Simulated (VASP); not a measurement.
# Hf2S (P6_3/mmc) in VASP: notebook, part 2 of 2

VASP 6.6.1. The steps go on from the part before.

## Step 3: Single point, PBEsol (17.72 Å³/atom)

This run uses another cell than the first one, of 17.72 Å³/atom.

File INCAR:

```
SYSTEM = Hf2S
PREC = Accurate
ENCUT = 520
EDIFF = 1E-6
ISMEAR = 0
SIGMA = 0.1
LREAL = .False.
LASPH = .True.
NELM = 80
ALGO = Normal
ISIF = 2
LWAVE = .False.
LCHARG = .True.
GGA = PS
LELF = .True.
LVHAR = .True.
NBANDS = 35
```

File KPOINTS:

```
regular mesh
0
Gamma
  12 12 4
  0 0 0
```

File POSCAR:

```
Hf2S
1.0
    3.2650053453      0.0000000000      0.0000000000
   -1.6325026727      2.8275775725      0.0000000000
    0.0000000000      0.0000000000     11.5187688640
Hf S
4 2
Direct
    0.6666666667      0.3333333333      0.8991172240
    0.3333333333      0.6666666667      0.3991172240
    0.6666666667      0.3333333333      0.6008827760
    0.3333333333      0.6666666667      0.1008827760
    0.0000000000      0.0000000000      0.7500000000
    0.0000000000      0.0000000000      0.2500000000
```

Potentials or basis: VASP PAW PBE potentials, release 64 (Hf_pv, S).

The run is started by

```
> cat potpaw_PBE.64/Hf_pv/POTCAR potpaw_PBE.64/S/POTCAR > POTCAR
> mpirun -np 1 vasp_std > vasp.out
```

OUTCAR:

```text
SYSTEM = Hf2S
   PREC = Accurate
   ENCUT = 520
   EDIFF = 1E-6
   ISMEAR = 0
   LREAL = .False.
   LASPH = .True.
   NELM = 80
   ISIF = 2
   GGA = PS

 ion  position               nearest neighbor table
   1  0.667  0.333  0.899-   5 2.55   5 2.55   5 2.55   4 2.99   4 2.99   4 2.99   3 3.44
   2  0.333  0.667  0.399-   6 2.55   6 2.55   6 2.55   3 2.99   3 2.99   3 2.99   4 3.44
   3  0.667  0.333  0.601-   5 2.55   5 2.55   5 2.55   2 2.99   2 2.99   2 2.99   1 3.44
   4  0.333  0.667  0.101-   6 2.55   6 2.55   6 2.55   1 2.99   1 2.99   1 2.99   2 3.44
   5  0.000  0.000  0.750-   1 2.55   3 2.55   1 2.55   3 2.55   1 2.55   3 2.55
   6  0.000  0.000  0.250-   2 2.55   4 2.55   2 2.55   4 2.55   2 2.55   4 2.55

  LATTYP: Found a hexagonal cell.
 ALAT       =     3.2650053453
 C/A-ratio  =     3.5279479345

  Lattice vectors:

 A1 = (   3.2650053453,   0.0000000000,   0.0000000000)
 A2 = (  -1.6325026727,   2.8275775725,   0.0000000000)
 A3 = (   0.0000000000,   0.0000000000,  11.5187688640)

Analysis of symmetry for initial positions (statically):
=====================================================================
 Subroutine PRICEL returns:
 Original cell was already a primitive cell.

 Routine SETGRP: Setting up the symmetry group for a
 hexagonal supercell.

 Subroutine GETGRP returns: Found 24 space group operations
 (whereof 12 operations were pure point group operations)
 out of a pool of 24 trial point group operations.

The static configuration has the point symmetry D_3d.
 The point group associated with its full space group is D_6h.

Analysis of symmetry for dynamics (positions and initial velocities):
=====================================================================
 Subroutine PRICEL returns:
 Original cell was already a primitive cell.
[... 134 lines left out ...]
   IALGO  =     38    algorithm
   IMIX   =      4    mixing-type and parameters
     AMIX     =   0.40;   BMIX     =  1.00
     AMIX_MAG =   1.60;   BMIX_MAG =  1.00
  volume/ion in A,a.u.               =      17.72       119.61
  Fermi-wavevector in a.u.,A,eV,Ry     =   1.289757  2.437287 22.632914  1.663472
  Thomas-Fermi vector in A             =   2.421630
   LORBIT       =      0    0 simple, 1 ext, 2 COOP (PROOUT), +10 PAW based schemes
   GGA     = PS    functional components
   LHFCALC =     F    Hartree Fock is set to
   AEXX    =    0.0000 exact exchange contribution
   IVDW    =     0    specifies the selected vdW correction
   LEPSILON=     F    determine dielectric tensor
   LRPA    =     F    only Hartree local field effects (RPA)
 non-spin polarized calculation
 Gauss-broadening in eV      SIGMA  =   0.10
  energy-cutoff  :      520.00
  volume of cell :      106.34
 maximum number of plane-waves:      2900
   NGX = 13   NGY = 13   NGZ = 43

 number of electron      51.9999993 magnetization

 Free energy of the ion-electron system (eV)
  ---------------------------------------------------
  ext. energy  EPLUGINS =         0.00000000
  ---------------------------------------------------
  free energy    TOTEN  =       -57.27763296 eV

  energy without entropy =      -57.26218930  energy(sigma->0) =      -57.26991113

 E-fermi :   6.9409     XC(G=0): -11.9059

 val. band max:        6.9377286902   @ k =   0.0833   0.0833   0.0000
 cond. band min:       6.9462844795   @ k =   0.2500   0.0833   0.0000
 fundamental gap:      0.0085557893
 Fermi energy:         6.9409433084

 k-point     1 :       0.0000    0.0000    0.0000
  band No.  band energies     occupation
      1     -24.1409      2.00000
      2     -23.9797      2.00000
      3     -23.5791      2.00000
      4     -23.4153      2.00000
      5     -23.4153      2.00000
      6     -23.4029      2.00000
[... 901 lines left out ...]
     34      10.3441      0.00000
     35      10.6964      0.00000

 [... further k-points ...]

------------------------ aborting loop because EDIFF is reached ----------------------------------------

  FORCE on cell =-STRESS in cart. coord.  units (eV):
  Direction    XX          YY          ZZ          XY          YZ          ZX
  --------------------------------------------------------------------------------------
  -------------------------------------------------------------------------------------
  Total        6.2521473      6.2521473      6.2935261     -0.0000000     -0.0000000      0.0000000
  in kB       94.1966153     94.1966153     94.8200399     -0.0000000     -0.0000000      0.0000000
  external PRESSURE =      94.4044235 kB  Pullay stress =       0.0000000 kB

 VOLUME and BASIS-vectors are now :
 -----------------------------------------------------------------------------
  energy-cutoff  :      520.00
  volume of cell :      106.34
      direct lattice vectors                 reciprocal lattice vectors
     3.265005345  0.000000000  0.000000000     0.306278212  0.176829808  0.000000000
    -1.632502673  2.827577573  0.000000000     0.000000000  0.353659617  0.000000000
     0.000000000  0.000000000 11.518768864     0.000000000  0.000000000  0.086814833

 POSITION                                       TOTAL-FORCE (eV/Angst)
 -----------------------------------------------------------------------------------
      1.63250      0.94253     10.35672         0.000000     -0.000000      0.000672
     -0.00000      1.88505      4.59734         0.000000     -0.000000      0.000672
      1.63250      0.94253      6.92143        -0.000000      0.000000     -0.000672
     -0.00000      1.88505      1.16205         0.000000     -0.000000     -0.000672
      0.00000      0.00000      8.63908         0.000000     -0.000000     -0.000000
      0.00000      0.00000      2.87969        -0.000000     -0.000000     -0.000000
 -----------------------------------------------------------------------------------
    total drift:                               -0.000000      0.000000      0.000000

  FREE ENERGIE OF THE ION-ELECTRON SYSTEM (eV)
  ---------------------------------------------------
  free  energy   TOTEN  =       -57.2776329628 eV

  energy  without entropy=      -57.2621892982  energy(sigma->0) =      -57.26991113
```

Run time: 3.6 min. Hardware: 1 thread of Intel Xeon 8259CL, shared host; peak memory 0.32 GiB.

What came out:

```
Free energy            : -57.2776 eV
Pressure               : 9.4 GPa
Band gap on the k mesh : zero (bands 26 and 27 overlap by 1.05 eV)
```

Levels at points of the mesh, in eV from the Fermi level:
| k point | band 24 | band 25 | band 26 | band 27 | band 28 | band 29 |
| --- | --- | --- | --- | --- | --- | --- |
| (0.00, 0.00, 0.00) | -0.13 | -0.11 | 0.53 | 0.53 | 0.61 | 0.61 |
| (0.50, 0.00, 0.00) | -1.36 | -1.14 | -0.65 | -0.52 | 0.96 | 1.03 |
| (0.00, 0.00, 0.50) | -1.15 | 0.46 | 0.46 | 0.46 | 0.46 | 1.45 |
| (0.50, 0.00, 0.50) | -1.84 | -0.84 | -0.84 | 0.32 | 0.32 | 1.59 |

Caveat: the cell stands under pressure; the PAW data sets were made with another functional, which shifts forces and pressure a little; spin-orbit coupling is left out, which moves the levels of the heavy elements.

## Step 4: Single point, PBEsol (18.29 Å³/atom)

This run uses another cell than the first one, of 18.29 Å³/atom.

File INCAR:

```
ALGO = Normal
EDIFF = 1E-6
ENCUT = 520
GGA = PS
ISIF = 2
ISMEAR = 0
LASPH = True
LCHARG = False
LREAL = False
LWAVE = False
NBANDS = 35
NELM = 100
PREC = Accurate
SIGMA = 0.1
```

File KPOINTS:

```
k-points
0
Gamma
  12 12 4
```

File POSCAR:

```
Hf2S
1.0
    3.3063795434      0.0000000000      0.0000000000
   -1.6531897717      2.8634086791      0.0000000000
    0.0000000000      0.0000000000     11.5907710422
Hf S
4 2
Direct
    0.6666666667      0.3333333333      0.8988517866
    0.3333333333      0.6666666667      0.3988517866
    0.6666666667      0.3333333333      0.6011482134
    0.3333333333      0.6666666667      0.1011482134
    0.0000000000      0.0000000000      0.7500000000
    0.0000000000      0.0000000000      0.2500000000
```

The run is started by

```
> cat potpaw_PBE.64/Hf_pv/POTCAR potpaw_PBE.64/S/POTCAR > POTCAR
> mpirun -np 1 vasp_std > vasp.out
```

Wall time 5.4 min (1 thread of Intel Xeon 8259CL, shared host); peak memory 0.35 GiB.

It converged, with:

- Free energy: -57.4210 eV
- Pressure: 4.1 GPa
- Largest force: 0.007 eV/Å
- Band gap on the k mesh: zero (bands 26 and 27 overlap by 1.04 eV)

Forces on the atoms (eV/Å):
```
Hf   0.000  0.000 -0.007
Hf   0.000  0.000 -0.007
Hf   0.000  0.000  0.007
Hf   0.000  0.000  0.007
S    0.000  0.000  0.000
S    0.000  0.000  0.000
```

Levels at points of the mesh, in eV from the Fermi level:
```tsv
k point	band 24	band 25	band 26	band 27	band 28	band 29
(0.00, 0.00, 0.00)	-0.13	-0.08	0.50	0.50	0.59	0.59
(0.50, 0.00, 0.00)	-1.33	-1.17	-0.68	-0.54	0.93	1.02
(0.00, 0.00, 0.50)	-1.16	0.43	0.43	0.43	0.43	1.44
(0.50, 0.00, 0.50)	-1.80	-0.91	-0.91	0.31	0.31	1.53
```

Caveat: the cell stands under pressure; the PAW data sets were made with another functional, which shifts forces and pressure a little; spin-orbit coupling is left out, which moves the levels of the heavy elements.

## Step 5: Single point, PBEsol

File INCAR:

```
SYSTEM = Hf2S
ALGO     = Normal         ! electronic algorithm
EDIFF    = 1E-6           ! SCF threshold, eV
ENCUT    = 520            ! plane-wave cutoff, eV
GGA      = PS             ! functional
ISIF     = 2              ! what is computed and relaxed
ISMEAR   = 0              ! smearing method
LASPH    = .True.         ! aspherical terms in the spheres
LCHARG   = .False.        ! write CHGCAR
LREAL    = .False.        ! projectors in reciprocal space
LWAVE    = .False.        ! write WAVECAR
NBANDS   = 35             ! bands
NELM     = 60             ! most SCF steps
PREC     = Accurate       ! precision mode
SIGMA    = 0.1            ! smearing width, eV
```

File KPOINTS:

```
k-points
0
Gamma
  12 12 4
  0 0 0
```

File POSCAR:

```
Hf2S
1.0
    3.3465310254      0.0000000000      0.0000000000
   -1.6732655127      2.8981808825      0.0000000000
    0.0000000000      0.0000000000     11.6642358402
Hf S
4 2
Direct
    0.6666666667      0.3333333333      0.8986176343
    0.3333333333      0.6666666667      0.3986176343
    0.6666666667      0.3333333333      0.6013823657
    0.3333333333      0.6666666667      0.1013823657
    0.0000000000      0.0000000000      0.7500000000
    0.0000000000      0.0000000000      0.2500000000
```

Potentials or basis: VASP PAW PBE potentials, release 64 (Hf_pv, S).

The run is started by

```
> cat potpaw_PBE.64/Hf_pv/POTCAR potpaw_PBE.64/S/POTCAR > POTCAR
> mpirun -np 1 vasp_std > vasp.out
```

OUTCAR:

```text
SYSTEM = Hf2S
   EDIFF = 1E-6
   ENCUT = 520
   GGA = PS
   ISIF = 2
   ISMEAR = 0
   LASPH = .True.
   LREAL = .False.
   NELM = 60
   PREC = Accurate

 ion  position               nearest neighbor table
   1  0.667  0.333  0.899-   5 2.60   5 2.60   5 2.60   4 3.05   4 3.05   4 3.05   3 3.47
   2  0.333  0.667  0.399-   6 2.60   6 2.60   6 2.60   3 3.05   3 3.05   3 3.05   4 3.47
   3  0.667  0.333  0.601-   5 2.60   5 2.60   5 2.60   2 3.05   2 3.05   2 3.05   1 3.47
   4  0.333  0.667  0.101-   6 2.60   6 2.60   6 2.60   1 3.05   1 3.05   1 3.05   2 3.47
   5  0.000  0.000  0.750-   1 2.60   3 2.60   1 2.60   3 2.60   1 2.60   3 2.60
   6  0.000  0.000  0.250-   2 2.60   4 2.60   2 2.60   4 2.60   2 2.60   4 2.60

  LATTYP: Found a hexagonal cell.
 ALAT       =     3.3465310254
 C/A-ratio  =     3.4854707014

  Lattice vectors:

 A1 = (   3.3465310254,   0.0000000000,   0.0000000000)
 A2 = (  -1.6732655127,   2.8981808825,   0.0000000000)
 A3 = (   0.0000000000,   0.0000000000,  11.6642358402)

Analysis of symmetry for initial positions (statically):
[... 188 lines left out ...]
 fundamental gap:      0.0165280660
 Fermi energy:         6.4465796682

 k-point     1 :       0.0000    0.0000    0.0000
  band No.  band energies     occupation
      1     -24.7490      2.00000
      2     -24.6132      2.00000
      3     -24.2892      2.00000
      4     -24.1782      2.00000
      5     -24.1782      2.00000
      6     -24.1674      2.00000
[... 901 lines left out ...]
     34       9.5676      0.00000
     35      10.0382      0.00000

 [... further k-points ...]

------------------------ aborting loop because EDIFF is reached ----------------------------------------

  FORCE on cell =-STRESS in cart. coord.  units (eV):
  Direction    XX          YY          ZZ          XY          YZ          ZX
  --------------------------------------------------------------------------------------
  -------------------------------------------------------------------------------------
  Total       -0.3134879     -0.3134879     -0.2946096     -0.0000000      0.0000000     -0.0000000
  in kB       -4.4397114     -4.4397114     -4.1723506     -0.0000000      0.0000000     -0.0000000
  external PRESSURE =      -4.3505911 kB  Pullay stress =       0.0000000 kB

 VOLUME and BASIS-vectors are now :
 -----------------------------------------------------------------------------
  energy-cutoff  :      520.00
  volume of cell :      113.13
      direct lattice vectors                 reciprocal lattice vectors
     3.346531025  0.000000000  0.000000000     0.298816892  0.172522013  0.000000000
    -1.673265513  2.898180883  0.000000000     0.000000000  0.345044026  0.000000000
     0.000000000  0.000000000 11.664235840     0.000000000  0.000000000  0.085732149

 POSITION                                       TOTAL-FORCE (eV/Angst)
 -----------------------------------------------------------------------------------
      1.67327      0.96606     10.48169        -0.000000      0.000000     -0.006951
     -0.00000      1.93212      4.64957         0.000000     -0.000000     -0.006951
      1.67327      0.96606      7.01467        -0.000000      0.000000      0.006951
     -0.00000      1.93212      1.18255         0.000000     -0.000000      0.006951
      0.00000      0.00000      8.74818        -0.000000      0.000000     -0.000000
      0.00000      0.00000      2.91606         0.000000     -0.000000      0.000000
 -----------------------------------------------------------------------------------
    total drift:                                0.000000     -0.000000      0.000000

  FREE ENERGIE OF THE ION-ELECTRON SYSTEM (eV)
  ---------------------------------------------------
  free  energy   TOTEN  =       -57.4600000457 eV

  energy  without entropy=      -57.4456744027  energy(sigma->0) =      -57.45283722
```

OSZICAR:

```text
N       E                     dE             d eps       ncg     rms          rms(c)
DAV:   1     0.236063913619E+03    0.23606E+03   -0.28054E+04  4030   0.142E+03
DAV:   2    -0.424880033777E+02   -0.27855E+03   -0.26817E+03  4759   0.341E+02
DAV:   3    -0.593783356753E+02   -0.16890E+02   -0.16587E+02  5249   0.561E+01
DAV:   4    -0.596976757137E+02   -0.31934E+00   -0.31741E+00  5020   0.852E+00
DAV:   5    -0.597036915980E+02   -0.60159E-02   -0.60096E-02  5058   0.105E+00    0.102E+02
DAV:   6    -0.579189198035E+02    0.17848E+01   -0.27069E+00  4559   0.716E+00    0.612E+01
DAV:   7    -0.575211228919E+02    0.39780E+00   -0.29442E+00  4564   0.739E+00    0.517E+00
DAV:   8    -0.574610115557E+02    0.60111E-01   -0.40996E-01  4584   0.274E+00    0.147E+00
DAV:   9    -0.574603441954E+02    0.66736E-03   -0.17169E-02  5167   0.627E-01    0.732E-01
DAV:  10    -0.574600003745E+02    0.34382E-03   -0.23499E-03  4597   0.217E-01    0.243E-01
DAV:  11    -0.574600038428E+02   -0.34682E-05   -0.14019E-04  5264   0.539E-02    0.638E-02
DAV:  12    -0.574599995232E+02    0.43196E-05   -0.10660E-05  4854   0.162E-02    0.140E-02
DAV:  13    -0.574600000457E+02   -0.52254E-06   -0.12637E-06  3353   0.551E-03
   1 F= -.57460000E+02 E0= -.57452837E+02  d E =-.143256E-01
```

stdout:

```text
POSCAR found type information on POSCAR HfS
 POSCAR found :  2 types and       6 ions
 scaLAPACK will be used
 -----------------------------------------------------------------------------
|                                                                             |
|                                                                             |
|     You enforced a specific xc type in the INCAR file but a different       |
|     I HOPE YOU KNOW WHAT YOU ARE DOING!                                     |
|                                                                             |
 -----------------------------------------------------------------------------

 LDA part: xc-table for (Slater+PW92), standard interpolation
 POSCAR, INCAR and KPOINTS ok, starting setup
 FFT: planning ... GRIDC
 FFT: planning ... GRID_SOFT
 FFT: planning ... GRID
 WAVECAR not read
 entering main loop
```

Run time: 5.8 min. Hardware: 1 thread of Intel Xeon 8259CL, shared host; peak memory 0.36 GiB.

Results:

| Property | Result |
| --- | --- |
| Free energy | -57.4600 eV |
| Pressure | -0.4 GPa |
| Largest force | 0.007 eV/Å |
| Band gap on the k mesh | zero (bands 26 and 27 overlap by 1.03 eV) |

Forces on the atoms (eV/Å):
```
Hf   0.000  0.000 -0.007
Hf   0.000  0.000 -0.007
Hf   0.000  0.000  0.007
Hf   0.000  0.000  0.007
S    0.000  0.000  0.000
S    0.000  0.000  0.000
```

Levels at points of the mesh, in eV from the Fermi level:
```tsv
k point	band 22	band 23	band 24	band 25	band 26	band 27	band 28	band 29	band 30	band 31
(0.00, 0.00, 0.00)	-3.09	-1.52	-0.14	-0.05	0.48	0.48	0.56	0.56	0.84	0.84
(0.50, 0.00, 0.00)	-2.44	-1.75	-1.31	-1.19	-0.71	-0.55	0.90	1.00	2.64	3.31
(0.00, 0.00, 0.50)	-3.41	-1.16	-1.16	0.41	0.41	0.41	0.41	1.41	1.41	1.62
(0.50, 0.00, 0.50)	-2.38	-1.76	-1.76	-0.97	-0.97	0.30	0.30	1.47	1.47	3.95
```

Caveat: the PAW data sets were made with another functional, which shifts forces and pressure a little; spin-orbit coupling is left out, which moves the levels of the heavy elements.

## Step 6: Overview

```csv
cell,k mesh,gap on the mesh (eV),pressure (GPa),largest force (eV/Å)
"a = 3.347, b = 3.347, c = 11.664 Å, angles 90.0, 90.0, 120.0°, 6 atoms, atomic positions A",12 × 12 × 3,none,-0.4,0.01
"a = 3.265, b = 3.265, c = 11.519 Å, angles 90.0, 90.0, 120.0°, 6 atoms, atomic positions B",12 × 12 × 4,none,9.4,-
"a = 3.306, b = 3.306, c = 11.591 Å, angles 90.0, 90.0, 120.0°, 6 atoms, atomic positions C",12 × 12 × 4,none,4.1,0.01
"a = 3.347, b = 3.347, c = 11.664 Å, angles 90.0, 90.0, 120.0°, 6 atoms, atomic positions A",12 × 12 × 4,none,-0.4,0.01
```

Alike in all rows: task single point; level PBEsol; potentials or basis VASP PAW PBE potentials, release 64 (Hf_pv, S); no spin polarisation; cutoff (eV) 520; smearing gaussian 0.1 eV.

Caveats: the PAW data sets were made with another functional, which shifts forces and pressure a little; spin-orbit coupling is left out, which moves the levels of the heavy elements; the cell stands under pressure (at least some runs).

Absolute energies hang on the potentials; compare differences alone.
